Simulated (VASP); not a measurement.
A run of VASP 6.6.1:

The input INCAR:

```
ALGO     = Normal         # electronic algorithm
EDIFF    = 1E-6           # SCF threshold, eV
ENCUT    = 520            # plane-wave cutoff, eV
GGA      = PE             # functional
ISIF     = 2              # what is computed and relaxed
ISMEAR   = 0              # smearing method
LASPH    = T              # aspherical terms in the spheres
LCHARG   = F              # write CHGCAR
LREAL    = F              # projectors in reciprocal space
LWAVE    = F              # write WAVECAR
NBANDS   = 11             # bands
NELM     = 80             # most SCF steps
PREC     = Accurate       # precision mode
SIGMA    = 0.05           # smearing width, eV
```

The input KPOINTS:

```
k-points
0
Gamma
  12 12 12
```

Contents of POSCAR:

```
BN
1.0
    0.0000000000      1.8239024912      1.8914264141
    1.8914264141      0.0000000000      1.8914264141
    1.8914264141      1.8239024912      0.0000000000
B N
1 1
Direct
    0.0000000000      0.0000000000      0.0000000000
    0.7500000000      0.7500000000      0.7500000000
```

Potentials or basis: VASP PAW PBE potentials, release 64 (B, N).

Launch:

```bash
$ cat potpaw_PBE.64/B/POTCAR potpaw_PBE.64/N/POTCAR > POTCAR
$ mpirun -np 1 vasp_std > vasp.out
```

Hardware: 1 thread of AMD EPYC 7R13, with other jobs on the host.

Task: How long does it take, and how much memory?

Result: Run time: 44 s on 1 thread of AMD EPYC 7R13, on a shared host, peak memory 0.1 GiB. Counts: scf iterations 12, k points 163.
